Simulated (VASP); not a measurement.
# SrO (I4/mmm) in VASP: single point with PBE

Aim: the single point of SrO with PBE.

All numbers are computed with VASP 6.6.1; they aren't measurements. Logs are shortened: lines on timing, memory, paths and dates and some standing lists are left out, and cuts for length are marked.

## 1. The cell of the first run

The structure is tetragonal, space group I4/mmm (No. 139). Conventional cell: a = 3.576 Å, b = 3.576 Å, c = 5.310 Å, α = 90.00°, β = 90.00°, γ = 90.00°. Within 3.3 Å of Sr (site symmetry 4/mmm) lie 6 O at 2.53 to 2.65 Å. Within 3.3 Å of O (site symmetry 4/mmm) lie 6 Sr at 2.53 to 2.65 Å.

## 2. Single point, PBE

File INCAR:

```
SYSTEM = SrO
PREC = Accurate ; ENCUT = 520
EDIFF = 1E-6 ; ISMEAR = 0
SIGMA = 0.05 ; LREAL = .False.
LASPH = .True. ; NELM = 100
ALGO = Normal ; ISIF = 2
LWAVE = .False. ; LCHARG = .False.
GGA = PE ; NBANDS = 15
```

File KPOINTS:

```
regular mesh
0
Gamma
  8 8 8
  0 0 0
```

File POSCAR:

```
SrO
1.0
    0.0000000000      2.5283443637      2.6547615818
    2.5283443637      0.0000000000      2.6547615818
    2.5283443637      2.5283443637      0.0000000000
Sr O
1 1
Direct
    0.0000000000      0.0000000000      0.0000000000
    0.5000000000      0.5000000000      0.5000000000
```

Potentials or basis: VASP PAW PBE potentials, release 64 (Sr_sv, O).

Launch:

```sh
> cat potpaw_PBE.64/Sr_sv/POTCAR potpaw_PBE.64/O/POTCAR > POTCAR
> mpirun -np 1 vasp_std > vasp.out
```

OUTCAR:

```text
SYSTEM = SrO
   PREC = Accurate
   ENCUT = 520
   EDIFF = 1E-6
   ISMEAR = 0
   LREAL = .False.
   LASPH = .True.
   NELM = 100
   ISIF = 2
   GGA = PE

 ion  position               nearest neighbor table
   1  0.000  0.000  0.000-   2 2.53   2 2.53   2 2.53   2 2.53   2 2.65   2 2.65
   2  0.500  0.500  0.500-   1 2.53   1 2.53   1 2.53   1 2.53   1 2.65   1 2.65

  LATTYP: Found a body centered tetragonal cell.
 ALAT       =     3.5756188895
 C/A-ratio  =     1.4849242404

  Lattice vectors:

 A1 = (  -2.5283443637,   0.0000000000,   2.6547615818)
 A2 = (   2.5283443637,   0.0000000000,   2.6547615818)
 A3 = (   0.0000000000,   2.5283443637,  -2.6547615818)

Analysis of symmetry for initial positions (statically):
=====================================================================
 Subroutine PRICEL returns:
 Original cell was already a primitive cell.

 Routine SETGRP: Setting up the symmetry group for a
 body centered tetragonal supercell.

 Subroutine GETGRP returns: Found 16 space group operations
 (whereof 16 operations were pure point group operations)
 out of a pool of 16 trial point group operations.

The static configuration has the point symmetry D_4h.

Analysis of symmetry for dynamics (positions and initial velocities):
=====================================================================
 Subroutine PRICEL returns:
 Original cell was already a primitive cell.

 Routine SETGRP: Setting up the symmetry group for a
 body centered tetragonal supercell.

 Subroutine GETGRP returns: Found 16 space group operations
 (whereof 16 operations were pure point group operations)
 out of a pool of 16 trial point group operations.

The dynamic configuration has the point symmetry D_4h.

 Subroutine INISYM returns: Found 16 space group operations
 (whereof 16 operations are pure point group operations),
 and found     1 'primitive' translations

----------------------------------------------------------------------------------------

                                     Primitive cell

  volume of cell :      33.9413

  direct lattice vectors                    reciprocal lattice vectors
     0.000000000  2.528344364  2.654761582    -0.197757872  0.197757872  0.188340830
     2.528344364  0.000000000  2.654761582     0.197757872 -0.197757872  0.188340830
     2.528344364  2.528344364  0.000000000     0.197757872  0.197757872 -0.188340830

  length of vectors
     3.666099327  3.666099327  3.575618889     0.337177431  0.337177431  0.337177431

  position of ions in fractional coordinates (direct lattice)
     0.000000000  0.000000000  0.000000000
     0.500000000  0.500000000  0.500000000

  ion indices of the primitive-cell ions
   primitive index   ion index
[... 82 lines left out ...]
   POTIM  = 0.5000    time-step for ionic-motion
   TEBEG  =    0.0;   TEEND  =   0.0 temperature during run
   PSTRESS=    0.0 pullay stress
   NELECT =      16.0000    total number of electrons
   NUPDOWN=      -1.0000    fix difference up-down
   EMIN   =  10.00;   EMAX   =-10.00  energy-range for DOS
   EFERMI =   0.00;   METHOD = LEGACY
   ISMEAR =     0;   SIGMA  =   0.05  broadening in eV -4-tet -1-fermi 0-gaus
   EFERMI_NEDOS =   21; number of points for ismear=-14 and -15
   IALGO  =     38    algorithm
   IMIX   =      4    mixing-type and parameters
     AMIX     =   0.40;   BMIX     =  1.00
     AMIX_MAG =   1.60;   BMIX_MAG =  1.00
  volume/ion in A,a.u.               =      16.97       114.52
  Fermi-wavevector in a.u.,A,eV,Ry     =   1.274106  2.407711 22.086959  1.623346
  Thomas-Fermi vector in A             =   2.406892
   LORBIT       =      0    0 simple, 1 ext, 2 COOP (PROOUT), +10 PAW based schemes
   GGA     = PE    functional components
   LHFCALC =     F    Hartree Fock is set to
   AEXX    =    0.0000 exact exchange contribution
   IVDW    =     0    specifies the selected vdW correction
   LEPSILON=     F    determine dielectric tensor
   LRPA    =     F    only Hartree local field effects (RPA)
 non-spin polarized calculation
 Gauss-broadening in eV      SIGMA  =   0.05
  energy-cutoff  :      520.00
  volume of cell :       33.94
 maximum number of plane-waves:       926
   NGX = 13   NGY = 13   NGZ = 13

 number of electron      15.9999998 magnetization

 Free energy of the ion-electron system (eV)
  ---------------------------------------------------
  ext. energy  EPLUGINS =         0.00000000
  ---------------------------------------------------
  free energy    TOTEN  =       -12.01730933 eV

  energy without entropy =      -12.01730933  energy(sigma->0) =      -12.01730933

 E-fermi :   2.0245     XC(G=0): -10.0288

 val. band max:        1.7276517433   @ k =   0.0000   0.0000   0.0000
 cond. band min:       4.8908679801   @ k =   0.5000   0.0000   0.5000
 fundamental gap:      3.1632162368
 Fermi energy:         2.0245002499

 k-point     1 :       0.0000    0.0000    0.0000
  band No.  band energies     occupation
      1     -30.7036      2.00000
      2     -13.4268      2.00000
      3     -12.3719      2.00000
      4     -12.3283      2.00000
      5     -12.3283      2.00000
      6       1.5660      2.00000
      7       1.7277      2.00000
      8       1.7277      2.00000
      9       5.6027      0.00000
     10       7.6493      0.00000
     11       8.0250      0.00000
     12       8.0250      0.00000
     13       9.8235      0.00000
     14      10.3852      0.00000
[... 401 lines left out ...]
      2     -14.6446      2.00000
      3     -12.5185      2.00000
      4     -12.4434      2.00000
      5     -11.3907      2.00000
      6       0.0094      2.00000
      7       0.7821      2.00000
      8       0.9792      2.00000
      9       7.2750      0.00000
     10       8.6006      0.00000
     11      10.1742      0.00000
     12      10.3698      0.00000
     13      12.0622      0.00000
     14      12.9734      0.00000
     15      17.4674      0.00000

 [... further k-points ...]
[... 5 lines left out ...]
  --------------------------------------------------------------------------------------
  -------------------------------------------------------------------------------------
  Total        1.3122433      1.3122433     -0.0726975      0.0000000      0.0000000      0.0000000
  in kB       61.9436785     61.9436785     -3.4316421      0.0000000      0.0000000      0.0000000
  external PRESSURE =      40.1519050 kB  Pullay stress =       0.0000000 kB

 VOLUME and BASIS-vectors are now :
 -----------------------------------------------------------------------------
  energy-cutoff  :      520.00
  volume of cell :       33.94
      direct lattice vectors                 reciprocal lattice vectors
     0.000000000  2.528344364  2.654761582    -0.197757872  0.197757872  0.188340830
     2.528344364  0.000000000  2.654761582     0.197757872 -0.197757872  0.188340830
     2.528344364  2.528344364  0.000000000     0.197757872  0.197757872 -0.188340830

 POSITION                                       TOTAL-FORCE (eV/Angst)
 -----------------------------------------------------------------------------------
      0.00000      0.00000      0.00000        -0.000000      0.000000      0.000000
      2.52834      2.52834      2.65476         0.000000     -0.000000      0.000000
 -----------------------------------------------------------------------------------
    total drift:                                0.000000      0.000000      0.000000

  FREE ENERGIE OF THE ION-ELECTRON SYSTEM (eV)
  ---------------------------------------------------
  free  energy   TOTEN  =       -12.0173093298 eV

  energy  without entropy=      -12.0173093298  energy(sigma->0) =      -12.01730933
```

Run time: 37 s. Hardware: 1 thread of Intel Xeon Platinum 8488C (Sapphire Rapids), shared host; peak memory 0.17 GiB.

Results:

```
Free energy            : -12.0173 eV
Pressure               : 4.0 GPa
Band gap on the k mesh : 3.16 eV, indirect (least direct gap 3.23 eV)
```

Stress tensor (GPa, compression positive):
```
 6.19  0.00  0.00
 0.00  6.19  0.00
 0.00  0.00 -0.34
```

Levels at points of the mesh, in eV from the valence-band top:
```
           k point  band 6  band 7  band 8  band 9  band 10  band 11
(0.00, 0.00, 0.00)   -0.16    0.00    0.00    3.87     5.92     6.30
(0.50, 0.00, 0.00)   -2.23   -1.21   -1.21    6.49     8.39     8.78
(0.50, 0.50, 0.00)   -0.67   -0.08   -0.08    3.33     7.77    10.17
(0.50, 0.00, 0.50)   -0.38   -0.27   -0.07    3.16     7.73    10.16
```

 A k mesh can miss the band edges.
